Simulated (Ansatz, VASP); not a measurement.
**Rb2GeBr6 in VASP and in Ansatz**

```xyz
9
Lattice="7.3804 0.0000 0.0000 -3.6902 6.3917 0.0000 0.0000 0.0000 6.1996" Properties=species:S:1:pos:R:3 pbc="T T T"
Rb    0.0000    4.2611    4.6497
Rb    3.6902    2.1306    1.5499
Ge    0.0000    0.0000    3.0998
Br    3.6902    4.2611    4.6497
Br    1.8451    1.0653    4.6497
Br    5.5353    1.0653    4.6497
Br    0.0000    2.1306    1.5499
Br    1.8451    5.3264    1.5499
Br   -1.8451    5.3264    1.5499
```

Alike in both runs: task relaxation of cell and atoms; functional PBE; k mesh 3 × 3 × 4; occupations gaussian, width 0.1 eV; no spin polarisation.

|  | VASP | Ansatz |
| --- | --- | --- |
| version | VASP 6.6.1 | Ansatz 0.2.0 |
| potentials or method | VASP PAW PBE potentials, release 64 (Rb_sv, Ge_d, Br), cutoff 600 eV | scalar-relativistic, plane waves, PAW |
| valence electrons in the cell | 74 | 74 |

Ansatz gave:

- gap on the k mesh at the Fermi level, each at its own relaxed structure (eV): 0.92
- relaxed volume (Å³/atom): 37.06
- relaxed length of the cell vector where the two differ most in proportion (Å): 6.818

**Question.** What did VASP give for the same quantities?

**Answer.** gap on the k mesh at the Fermi level, each at its own relaxed structure (eV): 0.90; relaxed volume (Å³/atom): 37.27; relaxed length of the cell vector where the two differ most in proportion (Å): 6.917.
